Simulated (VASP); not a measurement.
# MgO (Pm-3m) in VASP: notebook

Runs on MgO. Level: LDA. Tasks: single point, relaxation of cell and atoms.

Everything below comes from runs of VASP 6.6.1. Logs are shortened: lines on timing, memory, paths and dates and some standing lists are left out, and cuts for length are marked.

**1. The cell of the first run**

Symmetry: Pm-3m, No. 221, cubic system. The conventional cell has a = 2.623 Å, b = 2.623 Å, c = 2.623 Å, α = 90.00°, β = 90.00°, γ = 90.00°. Within 3.0 Å of Mg (site symmetry m-3m) lie 8 O at 2.27 Å and 6 Mg at 2.62 Å. Within 3.0 Å of O (site symmetry m-3m) lie 8 Mg at 2.27 Å and 6 O at 2.62 Å.

**2. Single point, LDA**

INCAR reads:

```
SYSTEM = MgO
  ALGO = Normal
  EDIFF = 1E-6
  ENCUT = 840
  GGA = CA
  GGA_COMPAT = .FALSE.
  ISIF = 2
  ISMEAR = 0
  LASPH = .TRUE.
  LCHARG = .FALSE.
  LREAL = .FALSE.
  LWAVE = .FALSE.
  NBANDS = 15
  NELM = 120
  PREC = Accurate
  SIGMA = 0.01
```

KPOINTS reads:

```
k-points
0
G
  10 10 10
  0 0 0
```

POSCAR reads:

```
MgO
1.0
    2.6233491285      0.0000000000      0.0000000000
    0.0000000000      2.6233491285      0.0000000000
    0.0000000000      0.0000000000      2.6233491285
Mg O
1 1
Direct
    0.0000000000      0.0000000000      0.0000000000
    0.5000000000      0.5000000000      0.5000000000
```

Potentials or basis: VASP PAW LDA potentials, release 64 (Mg_sv, O).

Launch:

```bash
$ cat potpaw_LDA.64/Mg_sv/POTCAR potpaw_LDA.64/O/POTCAR > POTCAR
$ mpirun -np 1 vasp_std > vasp.out
```

OUTCAR:

```text
SYSTEM = MgO
   EDIFF = 1E-6
   ENCUT = 840
   GGA = CA
   ISIF = 2
   ISMEAR = 0
   LASPH = .TRUE.
   LREAL = .FALSE.
   NELM = 120
   PREC = Accurate

 ion  position               nearest neighbor table
   1  0.000  0.000  0.000-
   2  0.500  0.500  0.500-

  LATTYP: Found a simple cubic cell.
 ALAT       =     2.6233491285

  Lattice vectors:

 A1 = (   2.6233491285,   0.0000000000,   0.0000000000)
 A2 = (   0.0000000000,   2.6233491285,   0.0000000000)
 A3 = (   0.0000000000,   0.0000000000,   2.6233491285)

Analysis of symmetry for initial positions (statically):
=====================================================================
 Subroutine PRICEL returns:
 Original cell was already a primitive cell.

 Routine SETGRP: Setting up the symmetry group for a
 simple cubic supercell.

 Subroutine GETGRP returns: Found 48 space group operations
 (whereof 48 operations were pure point group operations)
 out of a pool of 48 trial point group operations.

The static configuration has the point symmetry O_h .

Analysis of symmetry for dynamics (positions and initial velocities):
=====================================================================
 Subroutine PRICEL returns:
 Original cell was already a primitive cell.

 Routine SETGRP: Setting up the symmetry group for a
 simple cubic supercell.

 Subroutine GETGRP returns: Found 48 space group operations
 (whereof 48 operations were pure point group operations)
 out of a pool of 48 trial point group operations.

The dynamic configuration has the point symmetry O_h .

 Subroutine INISYM returns: Found 48 space group operations
 (whereof 48 operations are pure point group operations),
 and found     1 'primitive' translations

----------------------------------------------------------------------------------------

                                     Primitive cell

  volume of cell :      18.0538

  direct lattice vectors                    reciprocal lattice vectors
     2.623349129  0.000000000  0.000000000     0.381192114  0.000000000  0.000000000
     0.000000000  2.623349129  0.000000000     0.000000000  0.381192114  0.000000000
     0.000000000  0.000000000  2.623349129     0.000000000  0.000000000  0.381192114

  length of vectors
     2.623349129  2.623349129  2.623349129     0.381192114  0.381192114  0.381192114

  position of ions in fractional coordinates (direct lattice)
     0.000000000  0.000000000  0.000000000
     0.500000000  0.500000000  0.500000000

  ion indices of the primitive-cell ions
   primitive index   ion index
                 1           1
                 2           2

----------------------------------------------------------------------------------------

 KPOINTS: k-points

Automatic generation of k-mesh.
 Grid dimensions read from file:
 generate k-points for:   10   10   10

 Generating k-lattice:

  Cartesian coordinates                     Fractional coordinates (reciprocal lattice)
     0.038119211  0.000000000  0.000000000     0.100000000  0.000000000  0.000000000
     0.000000000  0.038119211  0.000000000     0.000000000  0.100000000  0.000000000
     0.000000000  0.000000000  0.038119211     0.000000000  0.000000000  0.100000000

  Length of vectors
     0.038119211  0.038119211  0.038119211

  Shift w.r.t. Gamma in fractional coordinates (k-lattice)
     0.000000000  0.000000000  0.000000000

 Subroutine IBZKPT returns following result:
 ===========================================

 Found     56 irreducible k-points:

 Following reciprocal coordinates:
            Coordinates               Weight
  0.000000  0.000000  0.000000      1.000000
  0.100000  0.000000  0.000000      6.000000
  0.200000  0.000000  0.000000      6.000000
  0.300000  0.000000  0.000000      6.000000
  0.400000  0.000000  0.000000      6.000000
  0.500000  0.000000  0.000000      3.000000
[... 16 lines left out ...]
  0.200000  0.100000  0.100000     24.000000
  0.300000  0.100000  0.100000     24.000000
 [... further k-points ...]
   k-points           NKPTS =     56   k-points in BZ     NKDIM =     56   number of bands    NBANDS=     15
   number of dos      NEDOS =    301   number of ions     NIONS =      2
   total plane-waves  NPLWV =  21952
   dimension x,y,z NGX =    28 NGY =   28 NGZ =   28
   dimension x,y,z NGXF=    56 NGYF=   56 NGZF=   56
   ions per type =               1   1
   NGX,Y,Z   is equivalent  to a cutoff of  17.74, 17.74, 17.74 a.u.
   NGXF,Y,Z  is equivalent  to a cutoff of  35.49, 35.49, 35.49 a.u.
 SYSTEM =  MgO
   PREC   = accura    normal or accurate (medium, high low for compatibility)
   ISTART =      0    job   : 0-new  1-cont  2-samecut
   ICHARG =      2    charge: 1-file 2-atom 10-const
   ISPIN  =      1    spin polarized calculation?
   LNONCOLLINEAR =      F non collinear calculations
   LSORBIT =      F    spin-orbit coupling
   LASPH  =      T    aspherical Exc in radial PAW
   ENCUT  =  840.0 eV  61.74 Ry    7.86 a.u.   6.20  6.20  6.20*2*pi/ulx,y,z
   NELM   =    120;   NELMIN=  2; NELMDL= -5     # of ELM steps
   EDIFF  = 0.1E-05   stopping-criterion for ELM
   LREAL  =      F    real-space projection
   EDIFFG = 0.1E-04   stopping-criterion for IOM
   NSW    =      0    number of steps for IOM
   IBRION =     -1    ionic relax: 0-MD 1-quasi-New 2-CG
   NFREE  =      0    steps in history (QN), initial steepest desc. (CG)
   ISIF   =      2    stress and relaxation
   ISYM   =      2    0-nonsym 1-usesym 2-fastsym
   POTIM  = 0.5000    time-step for ionic-motion
   TEBEG  =    0.0;   TEEND  =   0.0 temperature during run
   PSTRESS=    0.0 pullay stress
   NELECT =      16.0000    total number of electrons
   NUPDOWN=      -1.0000    fix difference up-down
   EMIN   =  10.00;   EMAX   =-10.00  energy-range for DOS
   EFERMI =   0.00;   METHOD = LEGACY
   ISMEAR =     0;   SIGMA  =   0.01  broadening in eV -4-tet -1-fermi 0-gaus
   EFERMI_NEDOS =   21; number of points for ismear=-14 and -15
   IALGO  =     38    algorithm
   IMIX   =      4    mixing-type and parameters
     AMIX     =   0.40;   BMIX     =  1.00
     AMIX_MAG =   1.60;   BMIX_MAG =  1.00
  volume/ion in A,a.u.               =       9.03        60.92
  Fermi-wavevector in a.u.,A,eV,Ry     =   1.572505  2.971604 33.644110  2.472772
  Thomas-Fermi vector in A             =   2.673929
   LORBIT       =      0    0 simple, 1 ext, 2 COOP (PROOUT), +10 PAW based schemes
   GGA     = CA    functional components
   LHFCALC =     F    Hartree Fock is set to
   AEXX    =    0.0000 exact exchange contribution
   IVDW    =     0    specifies the selected vdW correction
   LEPSILON=     F    determine dielectric tensor
   LRPA    =     F    only Hartree local field effects (RPA)
 non-spin polarized calculation
 Gauss-broadening in eV      SIGMA  =   0.01
  energy-cutoff  :      840.00
  volume of cell :       18.05
 maximum number of plane-waves:      1021
 NGX is ok and might be reduce to    28
   NGX = 13   NGY = 13   NGZ = 13

 number of electron      15.9999997 magnetization

 Free energy of the ion-electron system (eV)
  ---------------------------------------------------
  ext. energy  EPLUGINS =         0.00000000
  ---------------------------------------------------
  free energy    TOTEN  =       -11.72669277 eV

  energy without entropy =      -11.72669277  energy(sigma->0) =      -11.72669277

 E-fermi :   4.7405     XC(G=0): -12.2054

 val. band max:        4.5161155154   @ k =   0.5000   0.5000   0.0000
 cond. band min:       7.1071241609   @ k =   0.0000   0.0000   0.0000
 fundamental gap:      2.5910086455
 Fermi energy:         4.7405113928

 k-point     1 :       0.0000    0.0000    0.0000
  band No.  band energies     occupation
      1     -69.2581      2.00000
      2     -36.6814      2.00000
      3     -36.6814      2.00000
      4     -36.6814      2.00000
      5     -13.8135      2.00000
      6       3.4846      2.00000
      7       3.4846      2.00000
      8       3.4846      2.00000
      9       7.1071      0.00000
     10      14.7582      0.00000
     11      14.7582      0.00000
     12      24.6915      0.00000
     13      24.6915      0.00000
     14      24.6915      0.00000
     15      31.8444      0.00000

 k-point     2 :       0.1000    0.0000    0.0000
  band No.  band energies     occupation
      1     -69.2565      2.00000
      2     -36.6952      2.00000
      3     -36.6801      2.00000
      4     -36.6801      2.00000
      5     -13.7074      2.00000
      6       2.6261      2.00000
      7       3.5256      2.00000
      8       3.5256      2.00000
      9       7.7168      0.00000
     10      14.9676      0.00000
     11      14.9868      0.00000
     12      24.5187      0.00000
     13      24.5187      0.00000
     14      24.8889      0.00000
     15      30.9120      0.00000

 k-point     3 :       0.2000    0.0000    0.0000
  band No.  band energies     occupation
      1     -69.2524      2.00000
      2     -36.7316      2.00000
      3     -36.6768      2.00000
      4     -36.6768      2.00000
      5     -13.4133      2.00000
      6       0.9942      2.00000
      7       3.6352      2.00000
      8       3.6352      2.00000
      9       8.7941      0.00000
     10      15.2863      0.00000
     11      15.5911      0.00000
     12      24.0097      0.00000
     13      24.0097      0.00000
     14      25.7764      0.00000
     15      28.9776      0.00000

 k-point     4 :       0.3000    0.0000    0.0000
  band No.  band energies     occupation
      1     -69.2478      2.00000
      2     -36.7764      2.00000
      3     -36.6728      2.00000
      4     -36.6728      2.00000
      5     -13.0102      2.00000
      6      -0.5828      2.00000
      7       3.7754      2.00000
      8       3.7754      2.00000
      9       9.9036      0.00000
     10      15.0739      0.00000
     11      16.6077      0.00000
     12      23.2940      0.00000
     13      23.2940      0.00000
     14      25.8143      0.00000
     15      27.7328      0.00000
[... 307 lines left out ...]
 k-point    22 :       0.1000    0.1000    0.1000
  band No.  band energies     occupation
      1     -69.2535      2.00000
      2     -36.6946      2.00000
      3     -36.6916      2.00000
      4     -36.6916      2.00000
      5     -13.5017      2.00000
      6       2.3296      2.00000
      7       3.0199      2.00000
      8       3.0199      2.00000
      9       8.7501      0.00000
     10      15.3310      0.00000
     11      15.3310      0.00000
     12      23.1999      0.00000
     13      25.2776      0.00000
     14      25.2776      0.00000
     15      28.7190      0.00000

 k-point    23 :       0.2000    0.1000    0.1000
  band No.  band energies     occupation
      1     -69.2496      2.00000
      2     -36.7286      2.00000
      3     -36.6899      2.00000
      4     -36.6881      2.00000
      5     -13.2201      2.00000
      6       1.1150      2.00000
      7       2.8982      2.00000
      8       3.1628      2.00000
      9       9.6895      0.00000
     10      15.5253      0.00000
     11      15.7144      0.00000
     12      22.5793      0.00000
     13      24.4109      0.00000
     14      26.5437      0.00000
     15      27.1738      0.00000

 k-point    24 :       0.3000    0.1000    0.1000
  band No.  band energies     occupation
      1     -69.2449      2.00000
      2     -36.7727      2.00000
      3     -36.6856      2.00000
      4     -36.6839      2.00000
      5     -12.8353      2.00000
      6      -0.3660      2.00000
      7       3.1011      2.00000
      8       3.3477      2.00000
      9      10.6844      0.00000
     10      15.1233      0.00000
     11      16.2567      0.00000
     12      22.4243      0.00000
     13      23.1605      0.00000
     14      26.2143      0.00000
     15      26.4987      0.00000

 [... further k-points ...]

------------------------ aborting loop because EDIFF is reached ----------------------------------------

  FORCE on cell =-STRESS in cart. coord.  units (eV):
  Direction    XX          YY          ZZ          XY          YZ          ZX
  --------------------------------------------------------------------------------------
  -------------------------------------------------------------------------------------
  Total       -0.4653048     -0.4653048     -0.4653048     -0.0000000     -0.0000000      0.0000000
  in kB      -41.2933272    -41.2933272    -41.2933272     -0.0000000     -0.0000000      0.0000000
  external PRESSURE =     -41.2933272 kB  Pullay stress =       0.0000000 kB

 VOLUME and BASIS-vectors are now :
 -----------------------------------------------------------------------------
  energy-cutoff  :      840.00
  volume of cell :       18.05
      direct lattice vectors                 reciprocal lattice vectors
     2.623349129  0.000000000  0.000000000     0.381192114  0.000000000  0.000000000
     0.000000000  2.623349129  0.000000000     0.000000000  0.381192114  0.000000000
     0.000000000  0.000000000  2.623349129     0.000000000  0.000000000  0.381192114

 POSITION                                       TOTAL-FORCE (eV/Angst)
 -----------------------------------------------------------------------------------
      0.00000      0.00000      0.00000         0.000000      0.000000      0.000000
      1.31167      1.31167      1.31167         0.000000      0.000000      0.000000
 -----------------------------------------------------------------------------------
    total drift:                                0.000000      0.000000      0.000000

  FREE ENERGIE OF THE ION-ELECTRON SYSTEM (eV)
  ---------------------------------------------------
  free  energy   TOTEN  =       -11.7266927748 eV

  energy  without entropy=      -11.7266927748  energy(sigma->0) =      -11.72669277
```

It took 14 s on 1 thread of AMD EPYC 9R45 (Zen 5), shared host; peak memory 0.12 GiB.

What came out:

* Free energy: -11.7267 eV
* Pressure: -4.1 GPa
* Band gap on the k mesh: 2.59 eV (least direct gap 3.62 eV)

Levels at points of the mesh, in eV from the valence-band top:
| k point | band 5 | band 6 | band 7 | band 8 | band 9 | band 10 | band 11 | band 12 |
| --- | --- | --- | --- | --- | --- | --- | --- | --- |
| (0.00, 0.00, 0.00) | -18.33 | -1.03 | -1.03 | -1.03 | 2.59 | 10.24 | 10.24 | 20.18 |
| (0.50, 0.00, 0.00) | -17.00 | -6.65 | -0.58 | -0.58 | 7.00 | 9.40 | 14.34 | 17.33 |
| (0.50, 0.50, 0.00) | -16.11 | -4.80 | -4.80 | 0.00 | 4.77 | 12.08 | 12.08 | 13.29 |
| (0.50, 0.50, 0.50) | -15.21 | -3.71 | -3.71 | -3.71 | 7.30 | 7.30 | 7.30 | 16.31 |

Caveat: the cell stands under tension; the structure was generated, so it needn't be the stable form of MgO.

**3. Relaxation of cell and atoms, LDA**

This run uses another cell than the first one, of 9.41 Å³/atom.

INCAR reads:

```
SYSTEM = MgO
ALGO = Normal
EDIFF = 1E-7
EDIFFG = -0.005
ENCUT = 840
GGA = CA
GGA_COMPAT = .False.
IBRION = 2
ISIF = 3
ISMEAR = -1
LASPH = .True.
LCHARG = .False.
LREAL = .False.
LWAVE = .False.
NELM = 120
NELMIN = 4
NSW = 80
PREC = Accurate
SIGMA = 0.02
```

KPOINTS reads:

```
k-points
0
Gamma
  8 8 8
  0 0 0
```

POSCAR reads:

```
MgO
1.0
    2.6598216231      0.0000000000      0.0000000000
    0.0000000000      2.6598216231      0.0000000000
    0.0000000000      0.0000000000      2.6598216231
Mg O
1 1
Direct
    0.0000000000      0.0000000000      0.0000000000
    0.5000000000      0.5000000000      0.5000000000
```

Potentials or basis: VASP PAW LDA potentials, release 64 (Mg_sv, O).

Launch:

```bash
$ cat potpaw_LDA.64/Mg_sv/POTCAR potpaw_LDA.64/O/POTCAR > POTCAR
$ mpirun -np 1 vasp_std > vasp.out
```

It took 17 s on 1 thread of Intel Xeon 6975P-C (Granite Rapids), shared host; peak memory 0.14 GiB.

Results (log left out):

- Free energy: -11.7342 eV
- Relaxed volume: 8.80 Å³/atom
- Relaxed cell: a = 2.601 Å, b = 2.601 Å, c = 2.601 Å, α = 90.00°, β = 90.00°, γ = 90.00°
- Space group after relaxing (to 0.1 Å): Pm-3m (No. 221)
- Energy gained by relaxing: 19.4 meV/atom
- Ionic steps: 3
- Pressure after relaxing: 0.0 GPa
- Band gap on the k mesh: 2.83 eV (least direct gap 3.89 eV)

The path:
| step | energy change (eV) | largest force (eV/Å) | pressure (GPa) | volume (Å³) |
| --- | --- | --- | --- | --- |
| 1 | 0.0000 | 0.0000 | -9.68 | 18.82 |
| 2 | -0.0363 | 0.0000 | 2.82 | 17.31 |
| 3 | -0.0388 | 0.0000 | 0.03 | 17.60 |

Final structure:
```yaml
crystal:
  lattice:
    - [2.60108, 0.00000, 0.00000]
    - [0.00000, 2.60108, 0.00000]
    - [0.00000, 0.00000, 2.60108]
  atoms:
    - { symbol: Mg, position: [0.00000, 0.00000, 0.00000] }
    - { symbol: O, position: [0.50000, 0.50000, 0.50000] }
```

Levels at points of the mesh, in eV from the valence-band top:
```tsv
k point	band 6	band 7	band 8	band 9	band 10	band 11
(0.00, 0.00, 0.00)	-1.06	-1.06	-1.06	2.83	10.28	10.28
(0.50, 0.00, 0.00)	-6.81	-0.60	-0.60	7.22	9.67	14.47
(0.50, 0.50, 0.00)	-4.93	-4.93	0.00	4.86	12.35	12.35
(0.50, 0.50, 0.50)	-3.84	-3.84	-3.84	7.41	7.41	7.41
```

Caveat: the structure was generated, so it needn't be the stable form of MgO.
